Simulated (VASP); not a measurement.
# Pb (P6/mmm) in VASP: a series of runs

Pb is run at these levels: PBE; tasks: single point.

All numbers are computed with VASP 6.6.1; they aren't measurements. Logs are shortened: lines on timing, memory, paths and dates and some standing lists are left out, and cuts for length are marked.

### Step 1. The cell of the first run

It takes space group P6/mmm (No. 191, hexagonal). The conventional cell has a = 5.695 Å, b = 5.695 Å, c = 3.442 Å, α = 90.00°, β = 90.00°, γ = 120.00°. Pb (site symmetry 6/mmm) has 14 Pb at 3.44 to 3.71 Å within 4.5 Å. Pb (site symmetry -6m2) has 11 Pb at 3.29 to 3.71 Å within 4.3 Å.

### Step 2. Single point, PBE

The input, INCAR:

```
PREC = Accurate ; ENCUT = 520
EDIFF = 1E-6 ; ISMEAR = -1
SIGMA = 0.1 ; LREAL = F
LASPH = T ; NELM = 80
ALGO = Normal ; ISIF = 2
LWAVE = F ; LCHARG = T
GGA = PE ; LELF = T
LVHAR = T ; NBANDS = 28
```

The input, KPOINTS:

```
regular mesh
0
Gamma
  9 9 12
```

The input, POSCAR:

```
Pb
1.0
    5.6953065649      0.0000000000      0.0000000000
   -2.8476532825      4.9322801676      0.0000000000
    0.0000000000      0.0000000000      3.4417650980
Pb
3
Direct
    0.0000000000      0.0000000000      0.0000000000
    0.3333333333      0.6666666667      0.5000000000
    0.6666666667      0.3333333333      0.5000000000
```

Potentials or basis: VASP PAW PBE potentials, release 64 (Pb_d).

Command:

```console
> cat potpaw_PBE.64/Pb_d/POTCAR > POTCAR
> mpirun -np 1 vasp_std > vasp.out
```

OUTCAR:

```text
PREC = Accurate
   ENCUT = 520
   EDIFF = 1E-6
   ISMEAR = -1
   LREAL = F
   LASPH = T
   NELM = 80
   ISIF = 2
   GGA = PE

 ion  position               nearest neighbor table
   1  0.000  0.000  0.000-   2 3.71   3 3.71   2 3.71   3 3.71   3 3.71   3 3.71   2 3.71   2 3.71
                             3 3.71   3 3.71   2 3.71   2 3.71
   2  0.333  0.667  0.500-   3 3.29   3 3.29   3 3.29   1 3.71   1 3.71   1 3.71   1 3.71   1 3.71
                             1 3.71
   3  0.667  0.333  0.500-   2 3.29   2 3.29   2 3.29   1 3.71   1 3.71   1 3.71   1 3.71   1 3.71
                             1 3.71

  LATTYP: Found a hexagonal cell.
 ALAT       =     5.6953065649
 C/A-ratio  =     0.6043160379

  Lattice vectors:

 A1 = (   5.6953065649,   0.0000000000,   0.0000000000)
 A2 = (  -2.8476532825,   4.9322801676,   0.0000000000)
 A3 = (   0.0000000000,   0.0000000000,   3.4417650980)

Analysis of symmetry for initial positions (statically):
=====================================================================
 Subroutine PRICEL returns:
 Original cell was already a primitive cell.

 Routine SETGRP: Setting up the symmetry group for a
 hexagonal supercell.

 Subroutine GETGRP returns: Found 24 space group operations
 (whereof 24 operations were pure point group operations)
 out of a pool of 24 trial point group operations.

The static configuration has the point symmetry D_6h.

Analysis of symmetry for dynamics (positions and initial velocities):
=====================================================================
 Subroutine PRICEL returns:
 Original cell was already a primitive cell.

 Routine SETGRP: Setting up the symmetry group for a
 hexagonal supercell.

 Subroutine GETGRP returns: Found 24 space group operations
 (whereof 24 operations were pure point group operations)
 out of a pool of 24 trial point group operations.

The dynamic configuration has the point symmetry D_6h.

 Subroutine INISYM returns: Found 24 space group operations
 (whereof 24 operations are pure point group operations),
 and found     1 'primitive' translations

----------------------------------------------------------------------------------------

                                     Primitive cell

  volume of cell :      96.6821

  direct lattice vectors                    reciprocal lattice vectors
     5.695306565  0.000000000  0.000000000     0.175583173  0.101372992  0.000000000
    -2.847653283  4.932280168  0.000000000     0.000000000  0.202745985  0.000000000
     0.000000000  0.000000000  3.441765098     0.000000000  0.000000000  0.290548591

  length of vectors
     5.695306565  5.695306565  3.441765098     0.202745985  0.202745985  0.290548591

  position of ions in fractional coordinates (direct lattice)
     0.000000000  0.000000000  0.000000000
     0.333333333  0.666666667  0.500000000
     0.666666667  0.333333333  0.500000000

  ion indices of the primitive-cell ions
   primitive index   ion index
                 1           1
                 2           2
                 3           3

----------------------------------------------------------------------------------------

 KPOINTS: regular mesh

Automatic generation of k-mesh.
 Grid dimensions read from file:
 generate k-points for:    9    9   12

 Generating k-lattice:

  Cartesian coordinates                     Fractional coordinates (reciprocal lattice)
     0.019509241  0.011263666  0.000000000     0.111111111  0.000000000  0.000000000
     0.000000000  0.022527332  0.000000000     0.000000000  0.111111111  0.000000000
     0.000000000  0.000000000  0.024212383     0.000000000  0.000000000  0.083333333

  Length of vectors
     0.022527332  0.022527332  0.024212383

  Shift w.r.t. Gamma in fractional coordinates (k-lattice)
     0.000000000  0.000000000  0.000000000

 Subroutine IBZKPT returns following result:
 ===========================================

 Found     84 irreducible k-points:

 Following reciprocal coordinates:
            Coordinates               Weight
  0.000000  0.000000  0.000000      1.000000
  0.111111  0.000000  0.000000      6.000000
  0.222222  0.000000  0.000000      6.000000
  0.333333  0.000000  0.000000      6.000000
  0.444444  0.000000  0.000000      6.000000
  0.111111  0.111111  0.000000      6.000000
[... 16 lines left out ...]
  0.333333  0.222222  0.083333     24.000000
  0.333333  0.333333  0.083333      4.000000
 [... further k-points ...]
   k-points           NKPTS =     84   k-points in BZ     NKDIM =     84   number of bands    NBANDS=     28
   number of dos      NEDOS =    301   number of ions     NIONS =      3
   total plane-waves  NPLWV =  49392
   dimension x,y,z NGX =    42 NGY =   42 NGZ =   28
   dimension x,y,z NGXF=    84 NGYF=   84 NGZF=   56
   ions per type =               3
   NGX,Y,Z   is equivalent  to a cutoff of  12.26, 12.26, 13.52 a.u.
   NGXF,Y,Z  is equivalent  to a cutoff of  24.52, 24.52, 27.05 a.u.
 SYSTEM =  unknown system
   PREC   = accura    normal or accurate (medium, high low for compatibility)
   ISTART =      0    job   : 0-new  1-cont  2-samecut
   ICHARG =      2    charge: 1-file 2-atom 10-const
   ISPIN  =      1    spin polarized calculation?
   LNONCOLLINEAR =      F non collinear calculations
   LSORBIT =      F    spin-orbit coupling
   LASPH  =      T    aspherical Exc in radial PAW
   ENCUT  =  520.0 eV  38.22 Ry    6.18 a.u.  10.59 10.59  6.40*2*pi/ulx,y,z
   NELM   =     80;   NELMIN=  2; NELMDL= -5     # of ELM steps
   EDIFF  = 0.1E-05   stopping-criterion for ELM
   LREAL  =      F    real-space projection
   EDIFFG = 0.1E-04   stopping-criterion for IOM
   NSW    =      0    number of steps for IOM
   IBRION =     -1    ionic relax: 0-MD 1-quasi-New 2-CG
   NFREE  =      0    steps in history (QN), initial steepest desc. (CG)
   ISIF   =      2    stress and relaxation
   ISYM   =      2    0-nonsym 1-usesym 2-fastsym
   POTIM  = 0.5000    time-step for ionic-motion
   TEBEG  =    0.0;   TEEND  =   0.0 temperature during run
   PSTRESS=    0.0 pullay stress
   NELECT =      42.0000    total number of electrons
   NUPDOWN=      -1.0000    fix difference up-down
   EMIN   =  10.00;   EMAX   =-10.00  energy-range for DOS
   EFERMI =   0.00;   METHOD = LEGACY
   ISMEAR =    -1;   SIGMA  =   0.10  broadening in eV -4-tet -1-fermi 0-gaus
   EFERMI_NEDOS =   21; number of points for ismear=-14 and -15
   IALGO  =     38    algorithm
   IMIX   =      4    mixing-type and parameters
     AMIX     =   0.40;   BMIX     =  1.00
     AMIX_MAG =   1.60;   BMIX_MAG =  1.00
  volume/ion in A,a.u.               =      32.23       217.48
  Fermi-wavevector in a.u.,A,eV,Ry     =   1.239869  2.343013 20.915908  1.537276
  Thomas-Fermi vector in A             =   2.374334
   LORBIT       =      0    0 simple, 1 ext, 2 COOP (PROOUT), +10 PAW based schemes
   GGA     = PE    functional components
   LHFCALC =     F    Hartree Fock is set to
   AEXX    =    0.0000 exact exchange contribution
   IVDW    =     0    specifies the selected vdW correction
   LEPSILON=     F    determine dielectric tensor
   LRPA    =     F    only Hartree local field effects (RPA)
 non-spin polarized calculation
  energy-cutoff  :      520.00
  volume of cell :       96.68
 maximum number of plane-waves:      2653
   NGX = 21   NGY = 21   NGZ = 13

 number of electron      41.9999989 magnetization

 Free energy of the ion-electron system (eV)
  ---------------------------------------------------
  ext. energy  EPLUGINS =         0.00000000
  ---------------------------------------------------
  free energy    TOTEN  =       -10.56159777 eV

  energy without entropy =      -10.49982897  energy(sigma->0) =      -10.53071337

 E-fermi :   6.6006     XC(G=0):  -9.8906

 val. band max:        6.5994577072   @ k =   0.1111   0.0000   0.2500
 cond. band min:       6.6152378879   @ k =   0.2222   0.0000   0.0833
 fundamental gap:      0.0157801807
 Fermi energy:         6.6005916066

 k-point     1 :       0.0000    0.0000    0.0000
  band No.  band energies     occupation
      1     -10.6401      2.00000
      2     -10.5043      2.00000
      3     -10.4892      2.00000
      4     -10.4892      2.00000
      5     -10.4295      2.00000
      6     -10.4295      2.00000
[... 20 lines left out ...]
     27      13.8448      0.00000
     28      13.9640      0.00000

 k-point     2 :       0.1111    0.0000    0.0000
  band No.  band energies     occupation
      1     -10.6384      2.00000
      2     -10.5045      2.00000
      3     -10.4908      2.00000
      4     -10.4895      2.00000
      5     -10.4311      2.00000
      6     -10.4296      2.00000
[... 20 lines left out ...]
     27      13.6691      0.00000
     28      13.7962      0.00000

 k-point     3 :       0.2222    0.0000    0.0000
  band No.  band energies     occupation
      1     -10.6341      2.00000
      2     -10.5097      2.00000
      3     -10.4947      2.00000
      4     -10.4894      2.00000
      5     -10.4352      2.00000
      6     -10.4287      2.00000
[... 20 lines left out ...]
     27      13.4770      0.00000
     28      13.5862      0.00000

 k-point     4 :       0.3333    0.0000    0.0000
  band No.  band energies     occupation
      1     -10.6294      2.00000
      2     -10.5243      2.00000
      3     -10.4988      2.00000
      4     -10.4874      2.00000
      5     -10.4411      2.00000
      6     -10.4396      2.00000
[... 578 lines left out ...]
     27      12.1997      0.00000
     28      15.1124      0.00000

 k-point    23 :       0.3333    0.2222    0.0833
  band No.  band energies     occupation
      1     -10.6066      2.00000
      2     -10.5259      2.00000
      3     -10.5169      2.00000
      4     -10.4738      2.00000
      5     -10.4557      2.00000
      6     -10.4408      2.00000
[... 20 lines left out ...]
     27      11.5993      0.00000
     28      14.6996      0.00000

 k-point    24 :       0.3333    0.3333    0.0833
  band No.  band energies     occupation
      1     -10.6062      2.00000
      2     -10.5227      2.00000
      3     -10.5227      2.00000
      4     -10.4806      2.00000
      5     -10.4463      2.00000
      6     -10.4463      2.00000
[... 20 lines left out ...]
     27      11.4244      0.00000
     28      14.5710      0.00000

 [... further k-points ...]
[... 5 lines left out ...]
  --------------------------------------------------------------------------------------
  -------------------------------------------------------------------------------------
  Total       -0.0961709     -0.0961709     -0.1049518      0.0000000      0.0000000      0.0000000
  in kB       -1.5937057     -1.5937057     -1.7392189      0.0000000      0.0000000      0.0000000
  external PRESSURE =      -1.6422101 kB  Pullay stress =       0.0000000 kB

 VOLUME and BASIS-vectors are now :
 -----------------------------------------------------------------------------
  energy-cutoff  :      520.00
  volume of cell :       96.68
      direct lattice vectors                 reciprocal lattice vectors
     5.695306565  0.000000000  0.000000000     0.175583173  0.101372992  0.000000000
    -2.847653283  4.932280168  0.000000000     0.000000000  0.202745985  0.000000000
     0.000000000  0.000000000  3.441765098     0.000000000  0.000000000  0.290548591

 POSITION                                       TOTAL-FORCE (eV/Angst)
 -----------------------------------------------------------------------------------
      0.00000      0.00000      0.00000         0.000000      0.000000      0.000000
     -0.00000      3.28819      1.72088         0.000000      0.000000      0.000000
      2.84765      1.64409      1.72088        -0.000000      0.000000      0.000000
 -----------------------------------------------------------------------------------
    total drift:                                0.000000      0.000000     -0.000000

  FREE ENERGIE OF THE ION-ELECTRON SYSTEM (eV)
  ---------------------------------------------------
  free  energy   TOTEN  =       -10.5615977728 eV

  energy  without entropy=      -10.4998289692  energy(sigma->0) =      -10.53071337
```

Wall time 2.2 min (1 thread of Intel Xeon Platinum 8488C (Sapphire Rapids), shared host); peak memory 0.32 GiB.

Results:

* Free energy: -10.5616 eV
* Pressure: -0.2 GPa
* Band gap on the k mesh: zero (band 21 reaches 8.28 eV, above the bottom of band 22 at 4.72 eV)

Levels at points of the mesh, in eV from the Fermi level:
```tsv
k point	band 17	band 18	band 19	band 20	band 21	band 22	band 23	band 24	band 25	band 26
(0.00, 0.00, 0.00)	-7.52	-7.10	-1.99	-1.99	-1.88	-1.88	2.90	6.75	7.15	7.15
(0.00, 0.00, 0.50)	-7.79	-5.38	-2.10	-1.28	-0.29	-0.29	-0.21	0.94	0.94	2.31
```

Caveat: spin-orbit coupling is left out, which moves the levels of the heavy elements.

### Step 3. Single point, PBE (volume scaled by 0.88)

The input, INCAR:

```
SYSTEM = Pb
PREC = Accurate
ENCUT = 520
EDIFF = 1E-6
ISMEAR = -1
SIGMA = 0.1
LREAL = .False.
LASPH = .True.
NELM = 100
ALGO = Normal
ISIF = 2
LWAVE = .False.
LCHARG = .True.
GGA = PE
LELF = .True.
LVHAR = .True.
NBANDS = 28
```

The input, KPOINTS:

```
regular mesh
0
Gamma
  7 7 10
  0 0 0
```

The input, POSCAR:

```
Pb
1.0
    5.4577209935      0.0000000000      0.0000000000
   -2.7288604968      4.7265250271      0.0000000000
    0.0000000000      0.0000000000      3.2981883267
Pb
3
Direct
    0.0000000000      0.0000000000      0.0000000000
    0.3333333333      0.6666666667      0.5000000000
    0.6666666667      0.3333333333      0.5000000000
```

Potentials or basis: VASP PAW PBE potentials, release 64 (Pb_d).

Command:

```console
> cat potpaw_PBE.64/Pb_d/POTCAR > POTCAR
> mpirun -np 1 vasp_std > vasp.out
```

It took 98 s on 1 thread of Intel Xeon 6975P-C, shared host; peak memory 0.26 GiB.

Results (log left out):

| Item | Value |
| --- | --- |
| Free energy | -10.3365 eV |
| Pressure | 6.6 GPa |
| Band gap on the k mesh | zero (band 21 reaches 10.17 eV, above the bottom of band 22 at 5.81 eV) |

Stress tensor (GPa, compression positive):
```
6.82 0.00 0.00
0.00 6.82 0.00
0.00 0.00 6.18
```

Levels at points of the mesh, in eV from the Fermi level:
```
           k point  band 19  band 20  band 21  band 22  band 23  band 24
(0.00, 0.00, 0.00)    -2.37    -2.37    -2.26    -2.26     3.11     7.24
(0.00, 0.00, 0.50)    -2.17    -1.39    -0.42    -0.42    -0.37     0.90
```

Caveat: spin-orbit coupling is left out, which moves the levels of the heavy elements.
